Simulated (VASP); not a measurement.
# NiO (lda) (R-3m) in VASP: single point with LDA

Aim: the single point of NiO (lda) with LDA.

Program: VASP 6.6.1. These are calculated values, not measurements. Logs are shortened: lines on timing, memory, paths and dates and some standing lists are left out, and cuts for length are marked.

### Step 1. The cell of the first run

Symmetry: R-3m, No. 166, trigonal system. Conventional cell: a = 2.876 Å, b = 2.876 Å, c = 6.992 Å, α = 90.00°, β = 90.00°, γ = 120.00°. Ni (site symmetry -3m) has 6 O at 2.03 Å within 2.7 Å. O (site symmetry -3m) has 6 Ni at 2.03 Å within 2.7 Å.

### Step 2. Single point, LDA, collinear spin, antiferromagnetic start

Input file INCAR:

```
SYSTEM = NiO
PREC = Accurate
ENCUT = 600
EDIFF = 1E-6
ISMEAR = 0
SIGMA = 0.1
LREAL = .FALSE.
LASPH = .TRUE.
NELM = 200
ALGO = Normal
ISIF = 2
LWAVE = .FALSE.
LCHARG = .TRUE.
ISPIN = 2
MAGMOM = 2 -2 0 0
LORBIT = 11
LMAXMIX = 4
LELF = .TRUE.
LVHAR = .TRUE.
NBANDS = 28
GGA_COMPAT = .FALSE.
```

Input file KPOINTS:

```
Automatic mesh
0
G
  8 8 4
  0 0 0
```

Input file POSCAR:

```
NiO
1.0
    1.4381403700      0.8303107300      2.3308059600
   -1.4381403700      0.8303107300      2.3308059600
    0.0000000000     -4.9818643800      0.0000000000
Ni O
2 2
Direct
    1.0000000000      0.0000000000      0.0000000000
    1.5000000000      0.5000000000      0.5000000000
    0.7500000000      0.7500000000      0.2500000000
    1.2500000000      1.2500000000      0.7500000000
```

Potentials or basis: VASP PAW LDA potentials, release 64 (Ni, O).

The run is started by

```bash
$ cat potpaw_LDA.64/Ni/POTCAR potpaw_LDA.64/O/POTCAR > POTCAR
$ mpirun -np 1 vasp_std > vasp.out
```

OUTCAR:

```text
SYSTEM = NiO
   PREC = Accurate
   ENCUT = 600
   EDIFF = 1E-6
   ISMEAR = 0
   LREAL = .FALSE.
   LASPH = .TRUE.
   NELM = 200
   ISIF = 2
   ISPIN = 2
   LORBIT = 11

 ion  position               nearest neighbor table
   1  0.000  0.000  0.000-   3 2.03   3 2.03   4 2.03   4 2.03   3 2.03   4 2.03   2 2.86   2 2.86
                             2 2.88   2 2.88   2 2.88   2 2.88
   2  0.500  0.500  0.500-   4 2.03   4 2.03   3 2.03   3 2.03   3 2.03   4 2.03   1 2.86   1 2.86
                             1 2.88   1 2.88   1 2.88   1 2.88
   3  0.750  0.750  0.250-   2 2.03   2 2.03   1 2.03   1 2.03   1 2.03   2 2.03
   4  0.250  0.250  0.750-   1 2.03   1 2.03   2 2.03   2 2.03   1 2.03   2 2.03

  LATTYP: Found a base centered monoclinic cell.
 ALAT       =     4.9485643702
 B/A-ratio  =     0.5812353897
 C/A-ratio  =     1.0067292264
 COS(beta)  =    -0.3355764088

  Lattice vectors:

 A1 = (   1.4381403700,   0.8303107300,   2.3308059600)
 A2 = (  -1.4381403700,   0.8303107300,   2.3308059600)
 A3 = (   0.0000000000,  -4.9818643800,   0.0000000000)

Analysis of symmetry for initial positions (statically):
=====================================================================
 Subroutine PRICEL returns following result:

  LATTYP: Found a trigonal (rhomboedric) cell.
 ALAT       =     2.8618735219
 COS(alpha) =     0.4949531374

  Lattice vectors:

 A1 = (   1.4381403700,   0.8303107300,   2.3308059600)
 A2 = (  -1.4381403700,   0.8303107300,   2.3308059600)
 A3 = (   0.0000000000,  -1.6606214600,   2.3308059600)

   2 primitive cells build up your supercell.

 Routine SETGRP: Setting up the symmetry group for a
 base centered monoclinic supercell.

 Subroutine GETGRP returns: Found  4 space group operations
 (whereof  4 operations were pure point group operations)
 out of a pool of  4 trial point group operations.

The static configuration has the point symmetry C_2h.

Analysis of symmetry for dynamics (positions and initial velocities):
=====================================================================
 Subroutine PRICEL returns following result:

  LATTYP: Found a trigonal (rhomboedric) cell.
 ALAT       =     2.8618735219
 COS(alpha) =     0.4949531374

  Lattice vectors:

 A1 = (   1.4381403700,   0.8303107300,   2.3308059600)
 A2 = (  -1.4381403700,   0.8303107300,   2.3308059600)
 A3 = (   0.0000000000,  -1.6606214600,   2.3308059600)

   2 primitive cells build up your supercell.

 Routine SETGRP: Setting up the symmetry group for a
 base centered monoclinic supercell.

 Subroutine GETGRP returns: Found  4 space group operations
 (whereof  4 operations were pure point group operations)
 out of a pool of  4 trial point group operations.

The dynamic configuration has the point symmetry C_2h.

Analysis of structural, dynamic, and magnetic symmetry:
=====================================================================
 Subroutine PRICEL returns following result:

  LATTYP: Found a trigonal (rhomboedric) cell.
 ALAT       =     2.8618735219
 COS(alpha) =     0.4949531374

  Lattice vectors:

 A1 = (   1.4381403700,   0.8303107300,   2.3308059600)
 A2 = (  -1.4381403700,   0.8303107300,   2.3308059600)
 A3 = (   0.0000000000,  -1.6606214600,   2.3308059600)

   2 primitive cells build up your supercell.

 Routine SETGRP: Setting up the symmetry group for a
 base centered monoclinic supercell.

 Subroutine GETGRP returns: Found  4 space group operations
 (whereof  4 operations were pure point group operations)
 out of a pool of  4 trial point group operations.

The overall configuration has the point symmetry C_2h.

 Subroutine INISYM returns: Found  4 space group operations
 (whereof  4 operations are pure point group operations),
 and found     2 'primitive' translations

----------------------------------------------------------------------------------------

                                     Primitive cell

  volume of cell :      16.6993

  direct lattice vectors                    reciprocal lattice vectors
     1.438140370  0.830310730  2.330805960     0.347671208  0.200728066  0.143012048
    -1.438140370  0.830310730  2.330805960    -0.347671208  0.200728066  0.143012048
     0.000000000 -1.660621460  2.330805960     0.000000000 -0.401456131  0.143012048

  length of vectors
     2.861873522  2.861873522  2.861873522     0.426168360  0.426168360  0.426168360

  position of ions in fractional coordinates (direct lattice)
     0.000000000  0.000000000  0.000000000
     0.500000000  0.500000000  0.500000000

  ion indices of the primitive-cell ions
   primitive index   ion index
                 1           1
                 2           3

----------------------------------------------------------------------------------------

 KPOINTS: Automatic mesh

Automatic generation of k-mesh.
 Grid dimensions read from file:
 generate k-points for:    8    8    4

 Generating k-lattice:

  Cartesian coordinates                     Fractional coordinates (reciprocal lattice)
     0.043458901  0.000000000  0.026814759     0.125000000  0.000000000  0.000000000
    -0.043458901  0.000000000  0.026814759     0.000000000  0.125000000  0.000000000
     0.000000000 -0.050182016  0.017876506     0.000000000  0.000000000  0.250000000

  Length of vectors
     0.051065716  0.051065716  0.053271045

  Shift w.r.t. Gamma in fractional coordinates (k-lattice)
     0.000000000  0.000000000  0.000000000

 Subroutine IBZKPT returns following result:
 ===========================================

 Found     78 irreducible k-points:

 Following reciprocal coordinates:
            Coordinates               Weight
  0.000000  0.000000  0.000000      1.000000
  0.125000  0.000000  0.000000      4.000000
  0.250000  0.000000  0.000000      4.000000
  0.375000  0.000000  0.000000      4.000000
  0.500000  0.000000  0.000000      2.000000
  0.125000  0.125000  0.000000      2.000000
[... 16 lines left out ...]
  0.125000  0.000000  0.250000      4.000000
  0.250000  0.000000  0.250000      4.000000
 [... further k-points ...]
   k-points           NKPTS =     78   k-points in BZ     NKDIM =     78   number of bands    NBANDS=     28
   number of dos      NEDOS =    301   number of ions     NIONS =      4
   total plane-waves  NPLWV =  23040
   dimension x,y,z NGX =    24 NGY =   24 NGZ =   40
   dimension x,y,z NGXF=    48 NGYF=   48 NGZF=   80
   ions per type =               2   2
   NGX,Y,Z   is equivalent  to a cutoff of  13.94, 13.94, 13.35 a.u.
   NGXF,Y,Z  is equivalent  to a cutoff of  27.88, 27.88, 26.70 a.u.
 SYSTEM =  NiO
   PREC   = accura    normal or accurate (medium, high low for compatibility)
   ISTART =      0    job   : 0-new  1-cont  2-samecut
   ICHARG =      2    charge: 1-file 2-atom 10-const
   ISPIN  =      2    spin polarized calculation?
   LNONCOLLINEAR =      F non collinear calculations
   LSORBIT =      F    spin-orbit coupling
   LASPH  =      T    aspherical Exc in radial PAW
   ENCUT  =  600.0 eV  44.10 Ry    6.64 a.u.   5.72  5.72  9.95*2*pi/ulx,y,z
   NELM   =    200;   NELMIN=  2; NELMDL= -5     # of ELM steps
   EDIFF  = 0.1E-05   stopping-criterion for ELM
   LREAL  =      F    real-space projection
   EDIFFG = 0.1E-04   stopping-criterion for IOM
   NSW    =      0    number of steps for IOM
   IBRION =     -1    ionic relax: 0-MD 1-quasi-New 2-CG
   NFREE  =      0    steps in history (QN), initial steepest desc. (CG)
   ISIF   =      2    stress and relaxation
   ISYM   =      2    0-nonsym 1-usesym 2-fastsym
   POTIM  = 0.5000    time-step for ionic-motion
   TEBEG  =    0.0;   TEEND  =   0.0 temperature during run
   PSTRESS=    0.0 pullay stress
   NELECT =      32.0000    total number of electrons
   NUPDOWN=      -1.0000    fix difference up-down
   EMIN   =  10.00;   EMAX   =-10.00  energy-range for DOS
   EFERMI =   0.00;   METHOD = LEGACY
   ISMEAR =     0;   SIGMA  =   0.10  broadening in eV -4-tet -1-fermi 0-gaus
   EFERMI_NEDOS =   21; number of points for ismear=-14 and -15
   IALGO  =     38    algorithm
   IMIX   =      4    mixing-type and parameters
     AMIX     =   0.40;   BMIX     =  1.00
     AMIX_MAG =   1.60;   BMIX_MAG =  1.00
  volume/ion in A,a.u.               =       8.35        56.35
  Fermi-wavevector in a.u.,A,eV,Ry     =   1.613919  3.049865 35.439564  2.604734
  Thomas-Fermi vector in A             =   2.708911
   LORBIT       =     11    0 simple, 1 ext, 2 COOP (PROOUT), +10 PAW based schemes
   GGA     = CA    functional components
   LHFCALC =     F    Hartree Fock is set to
   AEXX    =    0.0000 exact exchange contribution
   IVDW    =     0    specifies the selected vdW correction
   LEPSILON=     F    determine dielectric tensor
   LRPA    =     F    only Hartree local field effects (RPA)
 spin polarized calculation
 Gauss-broadening in eV      SIGMA  =   0.10
  energy-cutoff  :      600.00
  volume of cell :       33.40
 maximum number of plane-waves:      1129
   NGX = 11   NGY = 11   NGZ = 19

 number of electron      32.0000011 magnetization       0.0000000

 number of electron      32.0000011 magnetization      -0.0000000

 Free energy of the ion-electron system (eV)
  ---------------------------------------------------
  ext. energy  EPLUGINS =         0.00000000
  ---------------------------------------------------
  free energy    TOTEN  =       -27.03050735 eV

  energy without entropy =      -27.03043640  energy(sigma->0) =      -27.03047188

 E-fermi :   8.7626     XC(G=0): -13.6785

 val. band max:        8.5631299268   @ k =   0.2500   0.2500   0.0000
 cond. band min:       8.9526512914   @ k =   0.2500   0.0000   0.2500
 fundamental gap:      0.3895213646
 Fermi energy:         8.7626111670

 spin component 1

 k-point     1 :       0.0000    0.0000    0.0000
  band No.  band energies     occupation
      1     -12.0126      1.00000
      2     -10.3012      1.00000
      3      -0.1278      1.00000
      4       2.7724      1.00000
      5       2.8240      1.00000
      6       5.5667      1.00000
[... 20 lines left out ...]
     27      28.6851      0.00000
     28      31.4462      0.00000

 k-point     2 :       0.1250    0.0000    0.0000
  band No.  band energies     occupation
      1     -11.8202      1.00000
      2     -10.2743      1.00000
      3       0.1675      1.00000
      4       2.6688      1.00000
      5       2.8635      1.00000
      6       4.1567      1.00000
[... 674 lines left out ...]
 k-point    24 :       0.2500    0.0000    0.2500
  band No.  band energies     occupation
      1     -11.0859      1.00000
      2     -10.4776      1.00000
      3       1.0197      1.00000
      4       1.8426      1.00000
      5       2.7991      1.00000
      6       2.9616      1.00000
[... 20 lines left out ...]
     27      26.2560      0.00000
     28      31.3832      0.00000

 [... further k-points ...]

 spin component 2

 k-point     1 :       0.0000    0.0000    0.0000
  band No.  band energies     occupation
      1     -12.0126      1.00000
      2     -10.3012      1.00000
      3      -0.1278      1.00000
      4       2.7724      1.00000
      5       2.8240      1.00000
      6       5.5667      1.00000
[... 20 lines left out ...]
     27      28.6851      0.00000
     28      31.4462      0.00000

 k-point     2 :       0.1250    0.0000    0.0000
  band No.  band energies     occupation
      1     -11.8202      1.00000
      2     -10.2743      1.00000
      3       0.1675      1.00000
      4       2.6688      1.00000
      5       2.8635      1.00000
      6       4.1567      1.00000
[... 674 lines left out ...]
 k-point    24 :       0.2500    0.0000    0.2500
  band No.  band energies     occupation
      1     -11.0859      1.00000
      2     -10.4776      1.00000
      3       1.0197      1.00000
      4       1.8426      1.00000
      5       2.7991      1.00000
      6       2.9616      1.00000
[... 20 lines left out ...]
     27      26.2560      0.00000
     28      31.3832      0.00000

 [... further k-points ...]

------------------------ aborting loop because EDIFF is reached ----------------------------------------

  FORCE on cell =-STRESS in cart. coord.  units (eV):
  Direction    XX          YY          ZZ          XY          YZ          ZX
  --------------------------------------------------------------------------------------
  -------------------------------------------------------------------------------------
  Total        0.1160641     -0.1265291      0.2427878      0.0000000      0.0932992      0.0000000
  in kB        5.5677428     -6.0697646     11.6468423      0.0000000      4.4756805      0.0000000
  external PRESSURE =       3.7149402 kB  Pullay stress =       0.0000000 kB

 VOLUME and BASIS-vectors are now :
 -----------------------------------------------------------------------------
  energy-cutoff  :      600.00
  volume of cell :       33.40
      direct lattice vectors                 reciprocal lattice vectors
     1.438140370  0.830310730  2.330805960     0.347671208  0.000000000  0.214518072
    -1.438140370  0.830310730  2.330805960    -0.347671208  0.000000000  0.214518072
     0.000000000 -4.981864380  0.000000000     0.000000000 -0.200728066  0.071506024

 POSITION                                       TOTAL-FORCE (eV/Angst)
 -----------------------------------------------------------------------------------
      0.00000      0.00000      0.00000        -0.000000     -0.000000     -0.000000
      0.00000     -1.66062      2.33081         0.000000      0.000000     -0.000000
      0.00000      0.00000      3.49621         0.000000      0.000000      0.000000
      0.00000     -3.32124      1.16540         0.000000      0.000000      0.000000
 -----------------------------------------------------------------------------------
    total drift:                               -0.000000      0.000000      0.000000

  FREE ENERGIE OF THE ION-ELECTRON SYSTEM (eV)
  ---------------------------------------------------
  free  energy   TOTEN  =       -27.0305073513 eV

  energy  without entropy=      -27.0304364001  energy(sigma->0) =      -27.03047188

 total charge

# of ion       s       p       d       tot
------------------------------------------
    1        0.363   0.478   8.381   9.222
    2        0.363   0.478   8.381   9.222
    3        1.550   3.415   0.000   4.966
    4        1.550   3.415   0.000   4.966
--------------------------------------------------
tot          3.827   7.787  16.762  28.376

 magnetization (x)

# of ion       s       p       d       tot
------------------------------------------
    1       -0.011  -0.014   1.110   1.085
    2        0.011   0.014  -1.110  -1.085
    3        0.000   0.000   0.000   0.000
    4        0.000   0.000   0.000   0.000
--------------------------------------------------
tot          0.000   0.000   0.000   0.000
```

It took 3.5 min on 1 thread of Intel Xeon 8259CL, shared host; peak memory 0.24 GiB.

Results:

```
Free energy                                           : -27.0305 eV
Pressure                                              : 0.4 GPa
Band gap on the k mesh                                : 0.39 eV
Net moment                                            : 0.00 μB per cell
Site moments                                          : Ni +1.08, -1.08; O +0.00 μB
Valence electrons inside the program's atomic spheres : Ni 9.22; O 4.97
```

Stress tensor (GPa, compression positive):
```
 0.56  0.00  0.00
 0.00 -0.61  0.45
 0.00  0.45  1.16
```

A k mesh can miss the band edges.
